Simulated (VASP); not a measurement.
Wanted: the native input for a VASP 6.6.1 run.

```yaml
Task: single point
Functional: r2SCAN
Potentials_or_basis: VASP PAW PBE potentials, release 64 (Pt)
Cutoff: 520 eV
k_mesh: 9 × 9 × 8
Occupations: gaussian, width 0.1 eV
Spin: no spin polarisation
Dipole_correction: no
Further_INCAR_settings: ALGO = Normal; EDIFF = 1e-06; NBANDS = 11
```

The system is Pt.

```
Pt
1.0
     2.70824    0.00000    0.00000
    -1.35412    2.34540    0.00000
     0.00000    0.00000    2.53051
Pt
1
Direct
  0.00000 0.00000 0.00000
```

These files were run (other wordings do the same):

POSCAR

```
Pt
1.0
    2.7082391295      0.0000000000      0.0000000000
   -1.3541195647      2.3454038856      0.0000000000
    0.0000000000      0.0000000000      2.5305109366
Pt
1
Direct
    0.0000000000      0.0000000000      0.0000000000
```

INCAR.step1

```
ALGO     = Normal         # electronic algorithm
EDIFF    = 1E-4           # SCF threshold, eV
ENCUT    = 520            # plane-wave cutoff, eV
GGA      = PE             # functional
ISMEAR   = 0              # smearing method
LASPH    = T              # aspherical terms in the spheres
LCHARG   = F              # write CHGCAR
LREAL    = F              # projectors in reciprocal space
LWAVE    = T              # write WAVECAR
NBANDS   = 11             # bands
NELM     = 80             # most SCF steps
PREC     = Accurate       # precision mode
SIGMA    = 0.1            # smearing width, eV
```

INCAR.step2

```
ALGO     = Normal         # electronic algorithm
EDIFF    = 1E-6           # SCF threshold, eV
ENCUT    = 520            # plane-wave cutoff, eV
ISIF     = 2              # what is computed and relaxed
ISMEAR   = 0              # smearing method
ISTART   = 1            
LASPH    = T              # aspherical terms in the spheres
LCHARG   = T              # write CHGCAR
LELF     = T              # ELF
LMIXTAU  = T            
LREAL    = F              # projectors in reciprocal space
LVHAR    = T            
LWAVE    = F              # write WAVECAR
METAGGA  = R2SCAN         # meta-GGA
NBANDS   = 11             # bands
NELM     = 80             # most SCF steps
PREC     = Accurate       # precision mode
SIGMA    = 0.1            # smearing width, eV
```

KPOINTS

```
k-points
0
Gamma
  9 9 8
```

Potentials or basis: VASP PAW PBE potentials, release 64 (Pt).

Run with:

```console
$ cat potpaw_PBE.64/Pt/POTCAR > POTCAR
$ cp INCAR.step1 INCAR
$ mpirun -np 1 vasp_std > vasp.out
$ cp INCAR.step2 INCAR
$ mpirun -np 1 vasp_std > vasp.out
```

Results of the run:

The pressure is 7.3 GPa and the band gap on the k mesh is zero (band 5 reaches 11.76 eV, above the bottom of band 6 at 7.92 eV).

Caveat: the PAW data sets were made with another functional, which shifts forces and pressure a little; spin-orbit coupling is left out, which moves the levels of the heavy elements.

It took 40 s on 1 thread of Intel(R) Xeon(R) Platinum 8375C CPU @ 2.90GHz (Ice Lake), on a shared host, peak memory 0.13 GiB.
